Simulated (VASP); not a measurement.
# BaS in VASP: notebook

The runs below take BaS through electric field gradients, with PBE.

Everything below comes from runs of VASP 6.6.1. Logs are shortened: lines on timing, memory, paths and dates and some standing lists are left out, and cuts for length are marked.

### Step 1. The cell of the first run

The structure is tetragonal, space group I4/mmm (No. 139). The conventional cell has a = 4.562 Å, b = 4.562 Å, c = 6.388 Å, α = 90.00°, β = 90.00°, γ = 90.00°. Ba (site symmetry 4/mmm) has 6 S at 3.19 to 3.23 Å within 4.2 Å. S (site symmetry 4/mmm) has 6 Ba at 3.19 to 3.23 Å within 4.2 Å.

### Step 2. Electric field gradients, PBE (equal xx and yy strain of +1 %)

INCAR

```
SYSTEM = BaS
ALGO     = Normal         ! electronic algorithm
EDIFF    = 1E-8           ! SCF threshold, eV
ENCUT    = 520            ! plane-wave cutoff, eV
GGA      = PE             ! functional
ISIF     = 2              ! what is computed and relaxed
ISMEAR   = -1             ! smearing method
LASPH    = .True.         ! aspherical terms in the spheres
LCHARG   = .False.        ! write CHGCAR
LEFG     = .True.       
LREAL    = .False.        ! projectors in reciprocal space
LWAVE    = .False.        ! write WAVECAR
NBANDS   = 15             ! bands
NELM     = 80             ! most SCF steps
PREC     = Accurate       ! precision mode
SIGMA    = 0.02           ! smearing width, eV
```

KPOINTS

```
k-points
0
Gamma
  8 8 8
  0 0 0
```

POSCAR

```
BaS
1.0
    0.0000000000      3.2256875000      3.1937500000
    3.2256875000      0.0000000000      3.1937500000
    3.2256875000      3.2256875000      0.0000000000
Ba S
1 1
Direct
    0.0000000000      0.0000000000      0.0000000000
    0.5000000000      0.5000000000      0.5000000000
```

Potentials or basis: VASP PAW PBE potentials, release 64 (Ba_sv, S).

Run with:

```sh
$ cat potpaw_PBE.64/Ba_sv/POTCAR potpaw_PBE.64/S/POTCAR > POTCAR
$ mpirun -np 1 vasp_std > vasp.out
```

OUTCAR:

```text
SYSTEM = BaS
   EDIFF = 1E-8
   ENCUT = 520
   GGA = PE
   ISIF = 2
   ISMEAR = -1
   LASPH = .True.
   LREAL = .False.
   NELM = 80
   PREC = Accurate

 ion  position               nearest neighbor table
   1  0.000  0.000  0.000-   2 3.19   2 3.19   2 3.23   2 3.23   2 3.23   2 3.23
   2  0.500  0.500  0.500-   1 3.19   1 3.19   1 3.23   1 3.23   1 3.23   1 3.23

  LATTYP: Found a body centered tetragonal cell.
 ALAT       =     4.5618110105
 C/A-ratio  =     1.4002114479

  Lattice vectors:

 A1 = (   0.0000000000,  -3.2256875000,  -3.1937500000)
 A2 = (   0.0000000000,   3.2256875000,  -3.1937500000)
 A3 = (   3.2256875000,   0.0000000000,   3.1937500000)

Analysis of symmetry for initial positions (statically):
=====================================================================
 Subroutine PRICEL returns:
 Original cell was already a primitive cell.

 Routine SETGRP: Setting up the symmetry group for a
 body centered tetragonal supercell.

 Subroutine GETGRP returns: Found 16 space group operations
 (whereof 16 operations were pure point group operations)
 out of a pool of 16 trial point group operations.

The static configuration has the point symmetry D_4h.

Analysis of symmetry for dynamics (positions and initial velocities):
=====================================================================
 Subroutine PRICEL returns:
 Original cell was already a primitive cell.

 Routine SETGRP: Setting up the symmetry group for a
 body centered tetragonal supercell.

 Subroutine GETGRP returns: Found 16 space group operations
 (whereof 16 operations were pure point group operations)
 out of a pool of 16 trial point group operations.

The dynamic configuration has the point symmetry D_4h.

 Subroutine INISYM returns: Found 16 space group operations
 (whereof 16 operations are pure point group operations),
 and found     1 'primitive' translations

----------------------------------------------------------------------------------------

                                     Primitive cell

  volume of cell :      66.4623

  direct lattice vectors                    reciprocal lattice vectors
     0.000000000  3.225687500  3.193750000    -0.155005716  0.155005716  0.156555773
     3.225687500  0.000000000  3.193750000     0.155005716 -0.155005716  0.156555773
     3.225687500  3.225687500  0.000000000     0.155005716  0.155005716 -0.156555773

  length of vectors
     4.539283964  4.539283964  4.561811010     0.269375674  0.269375674  0.269375674

  position of ions in fractional coordinates (direct lattice)
     0.000000000  0.000000000  0.000000000
     0.500000000  0.500000000  0.500000000

  ion indices of the primitive-cell ions
   primitive index   ion index
                 1           1
                 2           2

----------------------------------------------------------------------------------------

 KPOINTS: k-points

Automatic generation of k-mesh.
 Grid dimensions read from file:
 generate k-points for:    8    8    8

 Generating k-lattice:

  Cartesian coordinates                     Fractional coordinates (reciprocal lattice)
    -0.019375714  0.019375714  0.019569472     0.125000000  0.000000000  0.000000000
     0.019375714 -0.019375714  0.019569472     0.000000000  0.125000000  0.000000000
     0.019375714  0.019375714 -0.019569472    -0.000000000 -0.000000000  0.125000000

  Length of vectors
     0.033671959  0.033671959  0.033671959

  Shift w.r.t. Gamma in fractional coordinates (k-lattice)
     0.000000000  0.000000000  0.000000000

 Subroutine IBZKPT returns following result:
 ===========================================

 Found     59 irreducible k-points:

 Following reciprocal coordinates:
            Coordinates               Weight
  0.000000  0.000000  0.000000      1.000000
  0.125000  0.000000  0.000000      8.000000
  0.250000  0.000000  0.000000      8.000000
  0.375000  0.000000  0.000000      8.000000
  0.500000  0.000000  0.000000      4.000000
  0.125000  0.125000  0.000000      2.000000
[... 16 lines left out ...]
  0.250000  0.000000  0.125000     16.000000
  0.375000  0.000000  0.125000     16.000000
 [... further k-points ...]
   k-points           NKPTS =     59   k-points in BZ     NKDIM =     59   number of bands    NBANDS=     15
   number of dos      NEDOS =    301   number of ions     NIONS =      2
   total plane-waves  NPLWV =  46656
   dimension x,y,z NGX =    36 NGY =   36 NGZ =   36
   dimension x,y,z NGXF=    72 NGYF=   72 NGZF=   72
   ions per type =               1   1
   NGX,Y,Z   is equivalent  to a cutoff of  13.18, 13.18, 13.12 a.u.
   NGXF,Y,Z  is equivalent  to a cutoff of  26.37, 26.37, 26.24 a.u.
 SYSTEM =  BaS
   PREC   = accura    normal or accurate (medium, high low for compatibility)
   ISTART =      0    job   : 0-new  1-cont  2-samecut
   ICHARG =      2    charge: 1-file 2-atom 10-const
   ISPIN  =      1    spin polarized calculation?
   LNONCOLLINEAR =      F non collinear calculations
   LSORBIT =      F    spin-orbit coupling
   LASPH  =      T    aspherical Exc in radial PAW
   ENCUT  =  520.0 eV  38.22 Ry    6.18 a.u.   8.44  8.44  8.48*2*pi/ulx,y,z
   NELM   =     80;   NELMIN=  2; NELMDL= -5     # of ELM steps
   EDIFF  = 0.1E-07   stopping-criterion for ELM
   LREAL  =      F    real-space projection
   EDIFFG = 0.1E-06   stopping-criterion for IOM
   NSW    =      0    number of steps for IOM
   IBRION =     -1    ionic relax: 0-MD 1-quasi-New 2-CG
   NFREE  =      0    steps in history (QN), initial steepest desc. (CG)
   ISIF   =      2    stress and relaxation
   ISYM   =      2    0-nonsym 1-usesym 2-fastsym
   POTIM  = 0.5000    time-step for ionic-motion
   TEBEG  =    0.0;   TEEND  =   0.0 temperature during run
   PSTRESS=    0.0 pullay stress
   NELECT =      16.0000    total number of electrons
   NUPDOWN=      -1.0000    fix difference up-down
   EMIN   =  10.00;   EMAX   =-10.00  energy-range for DOS
   EFERMI =   0.00;   METHOD = LEGACY
   ISMEAR =    -1;   SIGMA  =   0.02  broadening in eV -4-tet -1-fermi 0-gaus
   EFERMI_NEDOS =   21; number of points for ismear=-14 and -15
   IALGO  =     38    algorithm
   IMIX   =      4    mixing-type and parameters
     AMIX     =   0.40;   BMIX     =  1.00
     AMIX_MAG =   1.60;   BMIX_MAG =  1.00
  volume/ion in A,a.u.               =      33.23       224.25
  Fermi-wavevector in a.u.,A,eV,Ry     =   1.018411  1.924517 14.111426  1.037161
  Thomas-Fermi vector in A             =   2.151867
   LORBIT       =      0    0 simple, 1 ext, 2 COOP (PROOUT), +10 PAW based schemes
   GGA     = PE    functional components
   LHFCALC =     F    Hartree Fock is set to
   AEXX    =    0.0000 exact exchange contribution
   IVDW    =     0    specifies the selected vdW correction
   LEPSILON=     F    determine dielectric tensor
   LRPA    =     F    only Hartree local field effects (RPA)
 non-spin polarized calculation
  energy-cutoff  :      520.00
  volume of cell :       66.46
 maximum number of plane-waves:      1808
 NGX is ok and might be reduce to    36
   NGX = 17   NGY = 17   NGZ = 17

 number of electron      16.0000002 magnetization

 Free energy of the ion-electron system (eV)
  ---------------------------------------------------
  ext. energy  EPLUGINS =         0.00000000
  ---------------------------------------------------
  free energy    TOTEN  =       -10.19172849 eV

  energy without entropy =      -10.19172849  energy(sigma->0) =      -10.19172849

 E-fermi :   1.8226     XC(G=0):  -8.5433

 val. band max:        1.3724613201   @ k =   0.0000   0.0000   0.0000
 cond. band min:       3.4869071041   @ k =   0.5000   0.5000   0.0000
 fundamental gap:      2.1144457840
 Fermi energy:         1.8225600635

 k-point     1 :       0.0000    0.0000    0.0000
  band No.  band energies     occupation
      1     -24.7860      2.00000
      2      -9.8440      2.00000
      3      -9.8440      2.00000
      4      -9.8437      2.00000
      5      -8.9786      2.00000
      6       1.3415      2.00000
      7       1.3415      2.00000
      8       1.3725      2.00000
      9       4.8507      0.00000
     10       5.1946      0.00000
     11       5.1946      0.00000
     12       5.2626      0.00000
     13       6.0934      0.00000
     14       6.1557      0.00000
     15      10.0524      0.00000
[... 397 lines left out ...]
 k-point    24 :       0.3750    0.0000    0.1250
  band No.  band energies     occupation
      1     -24.7528      2.00000
      2     -10.6667      2.00000
      3      -9.9059      2.00000
      4      -9.9023      2.00000
      5      -8.1125      2.00000
      6      -0.1260      2.00000
      7       0.5495      2.00000
      8       0.6979      2.00000
      9       5.1851      0.00000
     10       7.0219      0.00000
     11       7.1094      0.00000
     12       7.2539      0.00000
     13       7.9756      0.00000
     14       9.2949      0.00000
     15      11.3283      0.00000

 [... further k-points ...]
[... 5 lines left out ...]
  --------------------------------------------------------------------------------------
  -------------------------------------------------------------------------------------
  Total        0.1091694      0.1091694      0.4418709      0.0000000      0.0000000      0.0000000
  in kB        2.6316982      2.6316982     10.6519833      0.0000000      0.0000000      0.0000000
  external PRESSURE =       5.3051266 kB  Pullay stress =       0.0000000 kB

 VOLUME and BASIS-vectors are now :
 -----------------------------------------------------------------------------
  energy-cutoff  :      520.00
  volume of cell :       66.46
      direct lattice vectors                 reciprocal lattice vectors
     0.000000000  3.225687500  3.193750000    -0.155005716  0.155005716  0.156555773
     3.225687500  0.000000000  3.193750000     0.155005716 -0.155005716  0.156555773
     3.225687500  3.225687500  0.000000000     0.155005716  0.155005716 -0.156555773

 POSITION                                       TOTAL-FORCE (eV/Angst)
 -----------------------------------------------------------------------------------
      0.00000      0.00000      0.00000         0.000000     -0.000000      0.000000
      3.22569      3.22569      3.19375        -0.000000      0.000000      0.000000
 -----------------------------------------------------------------------------------
    total drift:                                0.000000      0.000000      0.000000

  FREE ENERGIE OF THE ION-ELECTRON SYSTEM (eV)
  ---------------------------------------------------
  free  energy   TOTEN  =       -10.1917284911 eV

  energy  without entropy=      -10.1917284911  energy(sigma->0) =      -10.19172849

 Electric field gradients (V/A^2)
---------------------------------------------------------------------
 ion       V_xx      V_yy      V_zz      V_xy      V_xz      V_yz
---------------------------------------------------------------------
   1       6.468     6.468   -12.935     0.000     0.000     0.000
   2       1.763     1.763    -3.526     0.000     0.000     0.000
---------------------------------------------------------------------

 Electric field gradients after diagonalization (V/A^2)
 (convention: |V_zz| > |V_xx| > |V_yy|)
----------------------------------------------------------------------
 ion       V_xx      V_yy      V_zz     asymmetry (V_yy - V_xx)/ V_zz
----------------------------------------------------------------------
   1       6.468     6.468   -12.935       0.000
   2       1.763     1.763    -3.526       0.000
----------------------------------------------------------------------

           NMR quadrupolar parameters

 Cq : quadrupolar parameter    Cq=e*Q*V_zz/h
 eta: asymmetry parameters     (V_yy - V_xx)/ V_zz
 Q  : nuclear electric quadrupole moment in mb (millibarn)
----------------------------------------------------------------------
 ion       Cq(MHz)       eta       Q (mb)
----------------------------------------------------------------------
   1      -0.031       0.000       1.000
   2      -0.009       0.000       1.000
----------------------------------------------------------------------
```

It took 1.7 min on 1 thread of Intel Xeon 8259CL, shared host; peak memory 0.24 GiB.

Results:

```
Free energy                             : -10.1917 eV
Pressure                                : 0.5 GPa
Band gap on the k mesh                  : 2.11 eV (least direct gap 2.26 eV)
Largest electric field gradient by atom : Ba -12.9; S -3.5 V/Å²
```

Stress tensor (GPa, compression positive):
```
0.26 0.00 0.00
0.00 0.26 0.00
0.00 0.00 1.07
```

Electric field gradients, principal values (V/Å²):
```
atom  least  middle  greatest (by size)
1 Ba  6.468   6.468             -12.935
 2 S  1.763   1.763              -3.526
```

Caveat: the cell differs from its parent crystal (equal xx and yy strain of +1 %); without QUAD_EFG the Cq values of the log hold for a quadrupole moment of 1 mb, not for the nuclei; spin-orbit coupling is left out, which moves the levels of the heavy elements.

### Step 3. Electric field gradients, PBE (equal xy, yz and zx shear strains of -3 %)

INCAR

```
PREC = Accurate
ENCUT = 520
EDIFF = 1E-8
ISMEAR = -1
SIGMA = 0.02
LREAL = F
LASPH = T
NELM = 100
ALGO = Normal
ISIF = 2
LWAVE = F
LCHARG = F
GGA = PE
LEFG = T
NBANDS = 15
```

KPOINTS

```
regular mesh
0
Gamma
  8 8 8
```

POSCAR

```
BaS
1.0
   -0.0958125000      3.1458437500      3.1458437500
    3.1458437500     -0.0958125000      3.1458437500
    3.1458437500      3.1458437500     -0.0958125000
Ba S
1 1
Direct
    0.0000000000      0.0000000000      0.0000000000
    0.5000000000      0.5000000000      0.5000000000
```

Potentials or basis: VASP PAW PBE potentials, release 64 (Ba_sv, S).

Run with:

```sh
$ cat potpaw_PBE.64/Ba_sv/POTCAR potpaw_PBE.64/S/POTCAR > POTCAR
$ mpirun -np 1 vasp_std > vasp.out
```

OUTCAR:

```text
PREC = Accurate
   ENCUT = 520
   EDIFF = 1E-8
   ISMEAR = -1
   LREAL = F
   LASPH = T
   NELM = 100
   ISIF = 2
   GGA = PE

 ion  position               nearest neighbor table
   1  0.000  0.000  0.000-   2 3.19   2 3.19   2 3.19   2 3.19   2 3.19   2 3.19
   2  0.500  0.500  0.500-   1 3.19   1 3.19   1 3.19   1 3.19   1 3.19   1 3.19

  LATTYP: Found a trigonal (rhomboedric) cell.
 ALAT       =     4.4499264976
 COS(alpha) =     0.4693254694

  Lattice vectors:

 A1 = (  -0.0958125000,   3.1458437500,   3.1458437500)
[... 646 lines left out ...]
  free  energy   TOTEN  =       -10.1747416934 eV

  energy  without entropy=      -10.1747416934  energy(sigma->0) =      -10.17474169

 Electric field gradients (V/A^2)
---------------------------------------------------------------------
 ion       V_xx      V_yy      V_zz      V_xy      V_xz      V_yz
---------------------------------------------------------------------
   1       0.000    -0.000     0.000    10.620    10.620    10.620
   2       0.000     0.000     0.000    -1.933    -1.933    -1.933
---------------------------------------------------------------------

 Electric field gradients after diagonalization (V/A^2)
 (convention: |V_zz| > |V_xx| > |V_yy|)
----------------------------------------------------------------------
 ion       V_xx      V_yy      V_zz     asymmetry (V_yy - V_xx)/ V_zz
----------------------------------------------------------------------
   1     -10.620   -10.620    21.241       0.000
   2       1.933     1.933    -3.866       0.000
----------------------------------------------------------------------

           NMR quadrupolar parameters

 Cq : quadrupolar parameter    Cq=e*Q*V_zz/h
 eta: asymmetry parameters     (V_yy - V_xx)/ V_zz
 Q  : nuclear electric quadrupole moment in mb (millibarn)
----------------------------------------------------------------------
 ion       Cq(MHz)       eta       Q (mb)
----------------------------------------------------------------------
   1       0.051       0.000       1.000
   2      -0.009       0.000       1.000
----------------------------------------------------------------------
```

OSZICAR:

```text
N       E                     dE             d eps       ncg     rms          rms(c)
DAV:   1     0.833152339880E+02    0.83315E+02   -0.68368E+03  1950   0.932E+02
DAV:   2    -0.562704225073E+01   -0.88942E+02   -0.80014E+02  2709   0.167E+02
DAV:   3    -0.105579272142E+02   -0.49309E+01   -0.48952E+01  2684   0.415E+01
DAV:   4    -0.106548327447E+02   -0.96906E-01   -0.96880E-01  2534   0.574E+00
DAV:   5    -0.106567721431E+02   -0.19394E-02   -0.19394E-02  2668   0.646E-01    0.481E+00
DAV:   6    -0.101576575140E+02    0.49911E+00   -0.67708E-01  2279   0.497E+00    0.330E+00
DAV:   7    -0.101596343160E+02   -0.19768E-02   -0.18707E-01  2506   0.243E+00    0.211E+00
DAV:   8    -0.101733916217E+02   -0.13757E-01   -0.24828E-02  2202   0.114E+00    0.202E-01
DAV:   9    -0.101738041539E+02   -0.41253E-03   -0.32805E-03  2587   0.416E-01    0.146E-01
DAV:  10    -0.101746504917E+02   -0.84634E-03   -0.97706E-04  2090   0.210E-01    0.385E-02
DAV:  11    -0.101747388842E+02   -0.88393E-04   -0.11803E-04  2447   0.661E-02    0.119E-02
DAV:  12    -0.101747416356E+02   -0.27513E-05   -0.62858E-06  2328   0.165E-02    0.362E-03
DAV:  13    -0.101747415884E+02    0.47130E-07   -0.26751E-07  2617   0.321E-03    0.271E-03
DAV:  14    -0.101747417125E+02   -0.12403E-06   -0.30551E-08  2398   0.132E-03    0.369E-04
DAV:  15    -0.101747417006E+02    0.11890E-07   -0.10085E-08  2076   0.663E-04    0.432E-04
DAV:  16    -0.101747416934E+02    0.71527E-08   -0.11878E-09  1234   0.276E-04
   1 F= -.10174742E+02 E0= -.10174742E+02  d E =-.134985E-10
```

stdout:

```text
POSCAR found type information on POSCAR BaS
 POSCAR found :  2 types and       2 ions
 scaLAPACK will be used
 LDA part: xc-table for (Slater+PW92), standard interpolation
 POSCAR, INCAR and KPOINTS ok, starting setup
 FFT: planning ... GRIDC
 FFT: planning ... GRID_SOFT
 FFT: planning ... GRID
 WAVECAR not read
 entering main loop
ion   1

ion   2
```

Run time: 1.9 min. Hardware: 1 thread of Intel Xeon 8259CL, shared host; peak memory 0.24 GiB.

Results:

| Property | Result |
| --- | --- |
| Free energy | -10.1747 eV |
| Pressure | 1.4 GPa |
| Band gap on the k mesh | 2.03 eV (least direct gap 2.19 eV) |
| Largest electric field gradient by atom | Ba +21.2; S -3.9 V/Å² |

Electric field gradients, principal values (V/Å²):
```tsv
atom	least	middle	greatest (by size)
1 Ba	-10.620	-10.620	21.241
2 S	1.933	1.933	-3.866
```

Caveat: the cell differs from its parent crystal (equal xy, yz and zx shear strains of -3 %); without QUAD_EFG the Cq values of the log hold for a quadrupole moment of 1 mb, not for the nuclei; spin-orbit coupling is left out, which moves the levels of the heavy elements. A k mesh can miss the band edges.
